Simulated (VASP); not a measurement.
# ZnS (Imm2) in VASP: notebook

Runs on ZnS. Level: PBE. Tasks: single point.

All numbers are computed with VASP 6.6.1; they aren't measurements. Logs are shortened: lines on timing, memory, paths and dates and some standing lists are left out, and cuts for length are marked.

### 1 The cell of the first run

The structure is orthorhombic, space group Imm2 (No. 44). Conventional cell: a = 3.812 Å, b = 3.831 Å, c = 5.404 Å, α = 90.00°, β = 90.00°, γ = 90.00°. Within 3.1 Å of Zn (site symmetry mm2) lie 4 S at 2.34 Å. Within 3.1 Å of S (site symmetry mm2) lie 4 Zn at 2.34 Å.

### 2 Single point, PBE

File INCAR:

```
PREC     = Accurate       # precision mode
ENCUT    = 500            # plane-wave cutoff, eV
EDIFF    = 1E-6           # SCF threshold, eV
ISMEAR   = 0              # smearing method
SIGMA    = 0.02           # smearing width, eV
LREAL    = F              # projectors in reciprocal space
LASPH    = T              # aspherical terms in the spheres
NELM     = 120            # most SCF steps
ALGO     = Normal         # electronic algorithm
ISIF     = 2              # what is computed and relaxed
LWAVE    = F              # write WAVECAR
LCHARG   = F              # write CHGCAR
GGA      = PE             # functional
NBANDS   = 16             # bands
GGA_COMPAT= F
```

File KPOINTS:

```
Automatic mesh
0
Gamma
  6 6 6
```

File POSCAR:

```
ZnS
1.0
   -0.0067550000      2.7020000000      2.7020000000
    2.7020000000     -0.0067550000      2.7020000000
    2.6952450000      2.6952450000      0.0000000000
Zn S
1 1
Direct
    0.2500000000      0.2500000000      0.2500000000
    0.0000000000      0.0000000000      0.0000000000
```

Potentials or basis: VASP PAW PBE potentials, release 64 (Zn, S).

Started as:

```console
cat potpaw_PBE.64/Zn/POTCAR potpaw_PBE.64/S/POTCAR > POTCAR
mpirun -np 1 vasp_std > vasp.out
```

OUTCAR:

```text
PREC = Accurate
   ENCUT = 500
   EDIFF = 1E-6
   ISMEAR = 0
   LREAL = F
   LASPH = T
   NELM = 120
   ISIF = 2
   GGA = PE

 ion  position               nearest neighbor table
   1  0.250  0.250  0.250-   2 2.34   2 2.34   2 2.34   2 2.34
   2  0.000  0.000  0.000-   1 2.34   1 2.34   1 2.34   1 2.34

  LATTYP: Found a body centered orthorhombic cell.
 ALAT       =     3.8116520329
 B/A-ratio  =     1.0050125313
 C/A-ratio  =     1.4177579573

  Lattice vectors:

 A1 = (   0.0067550000,  -2.7020000000,  -2.7020000000)
 A2 = (  -0.0067550000,   2.7020000000,  -2.7020000000)
 A3 = (   2.7020000000,  -0.0067550000,   2.7020000000)

Analysis of symmetry for initial positions (statically):
=====================================================================
 Subroutine PRICEL returns:
 Original cell was already a primitive cell.

 Routine SETGRP: Setting up the symmetry group for a
 body centered orthorhombic supercell.

 Subroutine GETGRP returns: Found  4 space group operations
 (whereof  4 operations were pure point group operations)
 out of a pool of  8 trial point group operations.

The static configuration has the point symmetry C_2v.

Analysis of symmetry for dynamics (positions and initial velocities):
=====================================================================
 Subroutine PRICEL returns:
 Original cell was already a primitive cell.

 Routine SETGRP: Setting up the symmetry group for a
 body centered orthorhombic supercell.

 Subroutine GETGRP returns: Found  4 space group operations
 (whereof  4 operations were pure point group operations)
 out of a pool of  8 trial point group operations.

The dynamic configuration has the point symmetry C_2v.

 Subroutine INISYM returns: Found  4 space group operations
 (whereof  4 operations are pure point group operations),
 and found     1 'primitive' translations

----------------------------------------------------------------------------------------

                                     Primitive cell

  volume of cell :      39.4533

  direct lattice vectors                    reciprocal lattice vectors
    -0.006755000  2.702000000  2.702000000    -0.184586646  0.184586646  0.185048113
     2.702000000 -0.006755000  2.702000000     0.184586646 -0.184586646  0.185048113
     2.695245000  2.695245000  0.000000000     0.185511892  0.185511892 -0.185048113

[... 81 lines left out ...]
   ENCUT  =  500.0 eV  36.75 Ry    6.06 a.u.   6.97  6.97  6.95*2*pi/ulx,y,z
   NELM   =    120;   NELMIN=  2; NELMDL= -5     # of ELM steps
   EDIFF  = 0.1E-05   stopping-criterion for ELM
   LREAL  =      F    real-space projection
   EDIFFG = 0.1E-04   stopping-criterion for IOM
   NSW    =      0    number of steps for IOM
   IBRION =     -1    ionic relax: 0-MD 1-quasi-New 2-CG
   NFREE  =      0    steps in history (QN), initial steepest desc. (CG)
   ISIF   =      2    stress and relaxation
   ISYM   =      2    0-nonsym 1-usesym 2-fastsym
   POTIM  = 0.5000    time-step for ionic-motion
   TEBEG  =    0.0;   TEEND  =   0.0 temperature during run
   PSTRESS=    0.0 pullay stress
   NELECT =      18.0000    total number of electrons
   NUPDOWN=      -1.0000    fix difference up-down
   EMIN   =  10.00;   EMAX   =-10.00  energy-range for DOS
   EFERMI =   0.00;   METHOD = LEGACY
   ISMEAR =     0;   SIGMA  =   0.02  broadening in eV -4-tet -1-fermi 0-gaus
   EFERMI_NEDOS =   21; number of points for ismear=-14 and -15
   IALGO  =     38    algorithm
   IMIX   =      4    mixing-type and parameters
     AMIX     =   0.40;   BMIX     =  1.00
     AMIX_MAG =   1.60;   BMIX_MAG =  1.00
  volume/ion in A,a.u.               =      19.73       133.12
  Fermi-wavevector in a.u.,A,eV,Ry     =   1.260292  2.381607 21.610627  1.588336
  Thomas-Fermi vector in A             =   2.393809
   LORBIT       =      0    0 simple, 1 ext, 2 COOP (PROOUT), +10 PAW based schemes
   GGA     = PE    functional components
   LHFCALC =     F    Hartree Fock is set to
   AEXX    =    0.0000 exact exchange contribution
   IVDW    =     0    specifies the selected vdW correction
   LEPSILON=     F    determine dielectric tensor
   LRPA    =     F    only Hartree local field effects (RPA)
 non-spin polarized calculation
 Gauss-broadening in eV      SIGMA  =   0.02
  energy-cutoff  :      500.00
  volume of cell :       39.45
 maximum number of plane-waves:      1018
   NGX = 13   NGY = 13   NGZ = 13

 number of electron      18.0000000 magnetization

 Free energy of the ion-electron system (eV)
  ---------------------------------------------------
  ext. energy  EPLUGINS =         0.00000000
  ---------------------------------------------------
  free energy    TOTEN  =        -6.84375849 eV

  energy without entropy =       -6.84375849  energy(sigma->0) =       -6.84375849

 E-fermi :   2.2451     XC(G=0):  -9.6293

 val. band max:        2.1183594418   @ k =   0.0000   0.0000   0.0000
 cond. band min:       4.2222348331   @ k =   0.0000   0.0000   0.0000
 fundamental gap:      2.1038753913
 Fermi energy:         2.2451204730

 k-point     1 :       0.0000    0.0000    0.0000
  band No.  band energies     occupation
      1     -11.0310      2.00000
      2      -4.2337      2.00000
      3      -4.2319      2.00000
      4      -4.2300      2.00000
      5      -3.7339      2.00000
      6      -3.7339      2.00000
[... 433 lines left out ...]
      3      -3.9425      2.00000
      4      -3.9109      2.00000
      5      -3.6786      2.00000
      6      -3.5517      2.00000
[... 8 lines left out ...]
     15      15.7487      0.00000
     16      16.9722      0.00000

 [... further k-points ...]

------------------------ aborting loop because EDIFF is reached ----------------------------------------

  FORCE on cell =-STRESS in cart. coord.  units (eV):
  Direction    XX          YY          ZZ          XY          YZ          ZX
  --------------------------------------------------------------------------------------
  -------------------------------------------------------------------------------------
  Total        0.4360697      0.4360697      0.4357392      0.0858007      0.0000000      0.0000000
  in kB       17.7085560     17.7085560     17.6951345      3.4843212      0.0000000      0.0000000
  external PRESSURE =      17.7040822 kB  Pullay stress =       0.0000000 kB

 VOLUME and BASIS-vectors are now :
 -----------------------------------------------------------------------------
  energy-cutoff  :      500.00
  volume of cell :       39.45
      direct lattice vectors                 reciprocal lattice vectors
    -0.006755000  2.702000000  2.702000000    -0.184586646  0.184586646  0.185048113
     2.702000000 -0.006755000  2.702000000     0.184586646 -0.184586646  0.185048113
     2.695245000  2.695245000  0.000000000     0.185511892  0.185511892 -0.185048113

 POSITION                                       TOTAL-FORCE (eV/Angst)
 -----------------------------------------------------------------------------------
      1.34762      1.34762      1.35100         0.000000      0.000000      0.028781
      0.00000      0.00000      0.00000        -0.000000     -0.000000     -0.028781
 -----------------------------------------------------------------------------------
    total drift:                               -0.000001     -0.000001      0.000034

  FREE ENERGIE OF THE ION-ELECTRON SYSTEM (eV)
  ---------------------------------------------------
  free  energy   TOTEN  =        -6.8437584903 eV

  energy  without entropy=       -6.8437584903  energy(sigma->0) =       -6.84375849
```

stdout:

```text
POSCAR found type information on POSCAR ZnS
 POSCAR found :  2 types and       2 ions
 scaLAPACK will be used
 LDA part: xc-table for (Slater+PW92), standard interpolation
 POSCAR, INCAR and KPOINTS ok, starting setup
 FFT: planning ... GRIDC
 FFT: planning ... GRID_SOFT
 FFT: planning ... GRID
 WAVECAR not read
 entering main loop
```

Wall time 16 s (1 thread of Intel Xeon Platinum 8375C at 2.90GHz (Ice Lake), shared host); peak memory 0.17 GiB.

What came out:

| Property | Result |
| --- | --- |
| Free energy | -6.8438 eV |
| Pressure | 1.8 GPa |
| Largest force | 0.029 eV/Å |
| Band gap on the k mesh | 2.10 eV, direct |

Forces on the atoms (eV/Å):
```
Zn   0.000  0.000  0.029
S    0.000  0.000 -0.029
```

Stress tensor (GPa, compression positive):
```
1.77 0.35 0.00
0.35 1.77 0.00
0.00 0.00 1.77
```

### 3 Single point, PBE

File INCAR:

```
ALGO = Normal
EDIFF = 1E-6
ENCUT = 500
GGA = PE
GGA_COMPAT = F
ISIF = 2
ISMEAR = 0
LASPH = T
LCHARG = T
LELF = T
LREAL = F
LVHAR = T
LWAVE = F
NBANDS = 16
NELM = 120
PREC = Accurate
SIGMA = 0.02
```

File KPOINTS:

```
k-points
0
Gamma
  6 6 6
```

File POSCAR:

```
ZnS
1.0
    0.0067550000      2.7020000000      2.7020000000
    2.7020000000      0.0067550000      2.7020000000
    2.7087550000      2.7087550000      0.0000000000
Zn S
1 1
Direct
    0.2500000000      0.2500000000      0.2500000000
    0.0000000000      0.0000000000      0.0000000000
```

Potentials or basis: VASP PAW PBE potentials, release 64 (Zn, S).

Started as:

```console
cat potpaw_PBE.64/Zn/POTCAR potpaw_PBE.64/S/POTCAR > POTCAR
mpirun -np 1 vasp_std > vasp.out
```

It took 16 s on 1 thread of Intel Xeon Platinum 8375C at 2.90GHz (Ice Lake), shared host; peak memory 0.16 GiB.

Results (log left out):

| Property | Result |
| --- | --- |
| Free energy | -6.8438 eV |
| Pressure | 1.8 GPa |
| Largest force | 0.029 eV/Å |
| Band gap on the k mesh | 2.10 eV, direct |

Forces in eV/Å, atoms in the order of the input:
```
Zn   0.000  0.000 -0.029
S    0.000  0.000  0.029
```

Stress tensor (GPa, compression positive):
```
 1.77 -0.35  0.00
-0.35  1.77  0.00
 0.00  0.00  1.77
```

Levels at points of the mesh, in eV from the valence-band top:
| k point | band 6 | band 7 | band 8 | band 9 | band 10 | band 11 | band 12 | band 13 |
| --- | --- | --- | --- | --- | --- | --- | --- | --- |
| (0.00, 0.00, 0.00) | -5.85 | -0.02 | -0.01 | 0.00 | 2.10 | 6.35 | 6.39 | 6.42 |
| (0.50, 0.00, 0.00) | -5.65 | -5.30 | -0.89 | -0.88 | 3.29 | 6.89 | 6.92 | 8.88 |
| (0.50, 0.50, 0.00) | -5.64 | -4.57 | -2.25 | -2.20 | 3.39 | 4.07 | 10.97 | 11.95 |
| (0.00, 0.00, 0.50) | -5.65 | -5.30 | -0.87 | -0.86 | 3.32 | 6.91 | 6.95 | 8.86 |
| (0.50, 0.00, 0.50) | -5.64 | -4.57 | -2.23 | -2.23 | 3.40 | 4.06 | 10.97 | 11.96 |

### 4 Single point, PBE

File INCAR:

```
SYSTEM = ZnS
PREC = Accurate
ENCUT = 500
EDIFF = 1E-6
ISMEAR = 0
SIGMA = 0.02
LREAL = .False.
LASPH = .True.
NELM = 120
ALGO = Normal
ISIF = 2
LWAVE = .False.
LCHARG = .True.
GGA = PE
LELF = .True.
LVHAR = .True.
NBANDS = 16
GGA_COMPAT = .False.
```

File KPOINTS:

```
Automatic mesh
0
Gamma
  6 6 6
  0 0 0
```

File POSCAR:

```
ZnS
1.0
    0.0135100000      2.7020000000      2.7020000000
    2.7020000000      0.0135100000      2.7020000000
    2.7155100000      2.7155100000      0.0000000000
Zn S
1 1
Direct
    0.2500000000      0.2500000000      0.2500000000
    0.0000000000      0.0000000000      0.0000000000
```

Started as:

```console
cat potpaw_PBE.64/Zn/POTCAR potpaw_PBE.64/S/POTCAR > POTCAR
mpirun -np 1 vasp_std > vasp.out
```

Wall time 16 s (1 thread of Intel Xeon Platinum 8375C at 2.90GHz (Ice Lake), shared host); peak memory 0.16 GiB.

It converged, with:

```yaml
Free_energy: -6.8431 eV
Pressure: 1.8 GPa
Largest_force: 0.058 eV/Å
Band_gap_on_the_k_mesh: 2.09 eV, direct
```

Forces in eV/Å, atoms in the order of the input:
```
Zn   0.000  0.000 -0.058
S    0.000  0.000  0.058
```

Stress tensor (GPa, compression positive):
```
 1.78 -0.70  0.00
-0.70  1.78  0.00
 0.00  0.00  1.78
```

Levels at points of the mesh, in eV from the valence-band top:
| k point | band 6 | band 7 | band 8 | band 9 | band 10 | band 11 | band 12 | band 13 |
| --- | --- | --- | --- | --- | --- | --- | --- | --- |
| (0.00, 0.00, 0.00) | -5.86 | -0.04 | -0.02 | 0.00 | 2.09 | 6.31 | 6.38 | 6.45 |
| (0.50, 0.00, 0.00) | -5.65 | -5.31 | -0.91 | -0.90 | 3.26 | 6.85 | 6.92 | 8.87 |
| (0.50, 0.50, 0.00) | -5.65 | -4.58 | -2.29 | -2.19 | 3.38 | 4.06 | 10.96 | 11.94 |
| (0.00, 0.00, 0.50) | -5.66 | -5.31 | -0.87 | -0.86 | 3.32 | 6.89 | 6.97 | 8.84 |
| (0.50, 0.00, 0.50) | -5.65 | -4.58 | -2.24 | -2.24 | 3.39 | 4.06 | 10.95 | 11.95 |

### 5 Summary

| cell | gap on the mesh (eV) | pressure (GPa) | largest force (eV/Å) |
| --- | --- | --- | --- |
| a = 3.821, b = 3.821, c = 3.812 Å, angles 60.1, 60.1, 60.2°, 2 atoms | 2.10 | 1.8 | 0.03 |
| a = 3.821, b = 3.821, c = 3.831 Å, angles 59.9, 59.9, 59.8°, 2 atoms | 2.10 | 1.8 | 0.03 |
| a = 3.821, b = 3.821, c = 3.840 Å, angles 59.8, 59.8, 59.7°, 2 atoms | 2.09 | 1.8 | 0.06 |

Alike in all rows: task single point; level PBE; potentials or basis VASP PAW PBE potentials, release 64 (Zn, S); no spin polarisation; k mesh 6 × 6 × 6; cutoff (eV) 500; smearing gaussian 0.02 eV.

Total energies depend on the potentials used, so only differences within one code and one set of settings carry meaning.
